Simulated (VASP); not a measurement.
Write the native input for VASP 6.6.1 that does the following.

* Task: relaxation of cell and atoms
* Functional: LDA
* Potentials or basis: VASP PAW LDA potentials, release 64 (Al, Bi_d, La)
* Cutoff: 600 eV
* k mesh: 5 × 5 × 5
* Occupations: gaussian, width 0.05 eV
* Spin: no spin polarisation
* Dipole correction: no
* Further INCAR settings: ALGO = Normal; EDIFF = 1e-06; IBRION = 2; EDIFFG = -0.01; NSW = 80; ISIF = 3

The structure of La3AlBi lies in POSCAR:

```
La3AlBi
1.0
    6.0300000000      0.0000000000      0.0000000000
    0.0000000000      6.0300000000      0.0000000000
    0.0000000000      0.0000000000      6.0300000000
Al Bi La
1 1 3
Direct
    0.0000000000      0.0000000000      0.0000000000
    0.5000000000      0.5000000000      0.5000000000
    0.5000000000      0.5000000000      0.0000000000
    0.0000000000      0.5000000000      0.5000000000
    0.5000000000      0.0000000000      0.5000000000
```

One way to write it, as run:

INCAR

```
PREC = Accurate
ENCUT = 600
EDIFF = 1E-6
ISMEAR = 0
SIGMA = 0.05
LREAL = False
LASPH = True
NELM = 100
ALGO = Normal
ISIF = 3
LWAVE = False
LCHARG = False
GGA = CA
IBRION = 2
NSW = 80
EDIFFG = -0.01
```

KPOINTS

```
regular mesh
0
Gamma
  5 5 5
```

Potentials or basis: VASP PAW LDA potentials, release 64 (Al, Bi_d, La).

The run is started by

```bash
$ cat potpaw_LDA.64/Al/POTCAR potpaw_LDA.64/Bi_d/POTCAR potpaw_LDA.64/La/POTCAR > POTCAR
$ mpirun -np 1 vasp_std > vasp.out
```

It gave:

| Quantity | Value |
| --- | --- |
| Relaxed volume | 41.94 Å³/atom |
| Relaxed cell | a = 5.941 Å, b = 5.941 Å, c = 5.941 Å, α = 90.00°, β = 90.00°, γ = 90.00° |
| Space group after relaxing (to 0.1 Å) | Pm-3m (No. 221) |
| Energy gained by relaxing | 10.1 meV/atom |
| Ionic steps | 3 |
| Pressure after relaxing | 0.0 GPa |
| Band gap on the k mesh | zero (an odd number of electrons rules out a gap without spin polarisation) |

Caveat: spin-orbit coupling is left out, which moves the levels of the heavy elements.

It took 5.4 min on 1 thread of Oxide Virtual Turin-like Processor (shared host), peak memory 0.3 GiB.
